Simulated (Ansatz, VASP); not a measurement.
## SiGe in VASP and in Ansatz

File INCAR:

```
ALGO     = Normal         # electronic algorithm
EDIFF    = 1E-7           # SCF threshold, eV
ENCUT    = 520            # plane-wave cutoff, eV
GGA      = PS             # functional
ISIF     = 2              # what is computed and relaxed
ISMEAR   = 0              # smearing method
LASPH    = T              # aspherical terms in the spheres
LCHARG   = F              # write CHGCAR
LREAL    = F              # projectors in reciprocal space
LWAVE    = F              # write WAVECAR
NBANDS   = 26             # bands
NELM     = 100            # most SCF steps
PREC     = Accurate       # precision mode
SIGMA    = 0.03           # smearing width, eV
```

Contents of KPOINTS:

```
k-points
0
Gamma
  12 12 6
```

File POSCAR:

```
SiGe
1.0
    3.7092287337      0.0000000000      0.0000000000
   -1.8546143668      3.2122863118      0.0000000000
    0.0000000000      0.0000000000      6.2895134250
Si Ge
2 2
Direct
    0.6666666667      0.3333333333      0.8746070000
    0.3333333333      0.6666666667      0.3746070000
    0.6666666667      0.3333333333      0.5003920000
    0.3333333333      0.6666666667      0.0003920000
```

Input for Ansatz:

```yaml
crystal:
  lattice:
    - [3.7092287337, 0.0, 0.0]
    - [-1.8546143668, 3.2122863118, 0.0]
    - [0.0, 0.0, 6.289513425]
  atoms:
    - { symbol: Si, position: [0.6666666667, 0.3333333333, 0.874607] }
    - { symbol: Si, position: [0.3333333333, 0.6666666667, 0.374607] }
    - { symbol: Ge, position: [0.6666666667, 0.3333333333, 0.500392] }
    - { symbol: Ge, position: [0.3333333333, 0.6666666667, 0.000392] }
basis:
  ecutwfc: 420
kpoints:
  mp_grid: { grid: [12, 12, 6] }
hamiltonian:
  xc: pbesol
scf:
  occupations: { method: gaussian, width: 0.03 }
output:
  forces: true
  stress: true
  eigenvalues: true
```

Change from the starting cell: strain -0.050 along x and y, -0.025 along z, atoms carried along.

Alike in both runs: task single point; functional PBEsol; k mesh 12 × 12 × 6; occupations gaussian, width 0.03 eV; no spin polarisation.

|  | VASP | Ansatz |
| --- | --- | --- |
| version | VASP 6.6.1 | Ansatz 0.2.0 |
| potentials or method | VASP PAW PBE potentials, release 64 (Si, Ge_d), cutoff 520 eV | scalar-relativistic, plane waves, PAW |
| valence electrons in the cell | 36 | 36 |

Ansatz gave:

```
gap on the k mesh at the Fermi level (eV)                     : 0.23
least direct gap on the mesh (eV)                             : 1.05
pressure (GPa)                                                : 13.4
traceless stress, the component that is largest in VASP (GPa) : -4.89
rms of the force components (eV/Å)                            : 0.274
```

Question: Which values does VASP return?

Answer: gap on the k mesh at the Fermi level (eV): 0.23; least direct gap on the mesh (eV): 1.06; pressure (GPa): 13.4; traceless stress, the component that is largest in VASP (GPa): -4.91; rms of the force components (eV/Å): 0.272.

VASP's potentials were made for PBE, not for PBEsol. Atom by atom the forces differ by 0.001 eV/Å (rms over components).
